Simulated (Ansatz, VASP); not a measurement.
**Mg: VASP beside Ansatz**

INCAR

```
SYSTEM = Mg
  PREC = Accurate
  ENCUT = 520
  EDIFF = 1E-6
  ISMEAR = -1
  SIGMA = 0.1
  LREAL = .FALSE.
  LASPH = .TRUE.
  NELM = 150
  ALGO = Normal
  ISIF = 2
  LWAVE = .FALSE.
  LCHARG = .TRUE.
  MAGMOM = 0 0 0
  LORBIT = 11
  LSORBIT = .TRUE.
  GGA_COMPAT = .FALSE.
  LORBMOM = .TRUE.
  GGA = PE
  LVHAR = .TRUE.
  NBANDS = 13
```

KPOINTS

```
regular mesh
0
G
  12 12 12
  0 0 0
```

Contents of POSCAR:

```
Mg
1.0
   -1.7896438141      1.7896438141      1.7896438141
    1.7896438141     -1.7896438141      1.7896438141
    1.7896438141      1.7896438141     -1.7896438141
Mg
1
Direct
    0.0000000000      0.0000000000      0.0000000000
```

Input for Ansatz:

```yaml
crystal:
  lattice:
    - [-1.7896438141, 1.7896438141, 1.7896438141]
    - [1.7896438141, -1.7896438141, 1.7896438141]
    - [1.7896438141, 1.7896438141, -1.7896438141]
  atoms:
    - { symbol: Mg, position: [0.0, 0.0, 0.0] }
hamiltonian:
  xc: pbe
  pseudopotentials:
    kind: paw_fr
    azcp:
      Mg: "pseudopotentials/Mg.paw.azcp"
basis:
  ecutwfc: 420
  fft_grid_basis: typed
kpoints:
  mp_grid: { grid: [12, 12, 12], shift: [0, 0, 0] }
magnetization:
  noncollinear: true
  spin_orbit: true
scf:
  occupations: { method: fermi_dirac, width: 0.1 }
output:
  write_density: true
  write_potential: true
  elf: true
  volumetric_format: npy
```

Alike in both runs: task single point; functional PBE; k mesh 12 × 12 × 12; occupations fermi-dirac, width 0.1 eV; non-collinear spin, spin-orbit coupling.

|  | VASP | Ansatz |
| --- | --- | --- |
| version | VASP 6.6.1 | Ansatz 0.2.0 |
| potentials or method | VASP PAW PBE potentials, release 64 (Mg), cutoff 520 eV | plane waves (420 eV) with PAW, fully relativistic with spin-orbit coupling |
| valence electrons in the cell | 2 | 10 |

|  | VASP | Ansatz | Ansatz less VASP |
| --- | --- | --- | --- |
| net moment per atom (μB) | 0.00 | 0.00 | 0.000 |

VASP's potentials hold 2 valence electrons a cell and Ansatz's 10, so a difference there can come from the potentials and not from the codes.
